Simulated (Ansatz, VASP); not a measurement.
# BeTe: VASP beside Ansatz

Contents of POSCAR:

```
BeTe
1.0
    0.0000000000      2.7700000000      2.7700000000
    2.7700000000      0.0000000000      2.7700000000
    2.7700000000      2.7700000000      0.0000000000
Te Be
1 1
Direct
    0.7500000000      0.7500000000      0.7500000000
    0.0000000000      0.0000000000      0.0000000000
```

Contents of INCAR.step1:

```
  PREC = Accurate
  ENCUT = 520
  EDIFF = 1E-5
  ISMEAR = -1
  SIGMA = 0.05
  LREAL = F
  LASPH = T
  NELM = 60
  ALGO = Normal
  ISIF = 2
  LWAVE = T
  LCHARG = F
  GGA = PE
  NBANDS = 11
```

File INCAR.step2:

```
  PREC = Accurate
  ENCUT = 520
  EDIFF = 1E-6
  ISMEAR = -1
  SIGMA = 0.05
  LREAL = F
  LASPH = T
  NELM = 60
  ALGO = Normal
  ISIF = 2
  LWAVE = F
  LCHARG = F
  GGA = PE
  LHFCALC = T
  AEXX = 0.25
  PRECFOCK = Normal
  ISTART = 1
  NBANDS = 11
```

KPOINTS

```
Automatic mesh
0
Gamma
  6 6 6
```

The input input.yaml:

```yaml
crystal:
  lattice:
    - [0.0, 2.77, 2.77]
    - [2.77, 0.0, 2.77]
    - [2.77, 2.77, 0.0]
  atoms:
    - { symbol: Te, position: [0.75, 0.75, 0.75] }
    - { symbol: Be, position: [0.0, 0.0, 0.0] }
kpoints:
  mp_grid: { grid: [6, 6, 6] }
scf:
  occupations: { method: fermi_dirac, width: 0.05 }
hamiltonian:
  xc: pbe0
  pseudopotentials: { kind: all_electron, datasets: crystal }
output:
  forces: true
  stress: true
```

Alike in both runs: task single point; functional PBE0; k mesh 6 × 6 × 6; occupations fermi-dirac, width 0.05 eV; no spin polarisation.

|  | VASP | Ansatz |
| --- | --- | --- |
| version | VASP 6.6.1 | Ansatz 0.2.0 |
| potentials or method | VASP PAW PBE potentials, release 64 (Te, Be), cutoff 520 eV | all-electron PAW datasets made for the crystal |

Ansatz gave:

| Item | Value |
| --- | --- |
| gap on the k mesh at the Fermi level (eV) | 3.18 |
| least direct gap on the mesh (eV) | 5.09 |
| pressure (GPa) | 3.3 |

**Question.** What did VASP give for the same quantities?

**Answer.** gap on the k mesh at the Fermi level (eV): 3.18; least direct gap on the mesh (eV): 5.11; pressure (GPa): 3.1.

Ansatz ran all-electron here, and VASP with PAW potentials.

Neither program's run includes spin-orbit coupling.
